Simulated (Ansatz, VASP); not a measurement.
# BaTiO3: VASP beside Ansatz

The input POSCAR:

```
BaTiO3
1.0
    3.9940964053      0.0000000000      0.0000000000
    0.0000000000      3.9940964053      0.0000000000
    0.0000000000      0.0000000000      3.9940964053
Ba Ti O
1 1 3
Direct
    0.0000000000      0.0000000000      0.0000000000
    0.5000000000      0.5000000000      0.5000000000
    0.5000000000      0.0000000000      0.5000000000
    0.5000000000      0.5000000000      0.0000000000
    0.0000000000      0.5000000000      0.5000000000
```

Contents of INCAR.step1:

```
ALGO = Normal
EDIFF = 1E-4
ENCUT = 520
GGA = PE
ISMEAR = 0
LASPH = True
LCHARG = False
LREAL = False
LWAVE = True
NBANDS = 28
NELM = 80
PREC = Accurate
SIGMA = 0.01
```

INCAR.step2

```
ALGO = Normal
EDIFF = 1E-7
ENCUT = 520
ISIF = 2
ISMEAR = 0
ISTART = 1
LASPH = True
LCHARG = False
LMIXTAU = True
LREAL = False
LWAVE = False
METAGGA = R2SCAN
NBANDS = 28
NELM = 80
PREC = Accurate
SIGMA = 0.01
```

The input KPOINTS:

```
k-points
0
Gamma
  6 6 6
```

Input for Ansatz:

```yaml
crystal:
  lattice:
    - [3.9940964053, 0.0, 0.0]
    - [0.0, 3.9940964053, 0.0]
    - [0.0, 0.0, 3.9940964053]
  atoms:
    - { symbol: Ba, position: [0.0, 0.0, 0.0] }
    - { symbol: Ti, position: [0.5, 0.5, 0.5] }
    - { symbol: O, position: [0.5, 0.0, 0.5] }
    - { symbol: O, position: [0.5, 0.5, 0.0] }
    - { symbol: O, position: [0.0, 0.5, 0.5] }
kpoints:
  mp_grid: { grid: [6, 6, 6] }
  band_path:
    path: [[0.0, 0.0, 0.0], [0.0, 0.5, 0.0], [0.5, 0.5, 0.0], [0.5, 0.5, 0.5]]
    npoints: 1
hamiltonian:
  xc: r2scan
scf:
  occupations: { method: fixed }
  n_extra_bands: 5
output:
  forces: true
  stress: true
  eigenvalues: true
```

Alike in both runs: task single point; functional r2SCAN; k mesh 6 × 6 × 6; no spin polarisation.

```csv
,VASP,Ansatz
version,VASP 6.6.1,Ansatz 0.2.0
potentials or method,"VASP PAW PBE potentials, release 64 (Ba_sv, Ti_sv, O)","plane waves, PAW"
plane-wave cutoff (eV),520,500
occupations,"gaussian, width 0.01 eV",fixed
valence electrons in the cell,40,40
```

```tsv
	VASP	Ansatz	Ansatz less VASP
gap on the k mesh at the Fermi level (eV)	2.15	2.17	+0.023
pressure (GPa)	2.0	0.0	-2.00
```

VASP's potentials were made for PBE, not for r2SCAN.

Neither program's run includes spin-orbit coupling.
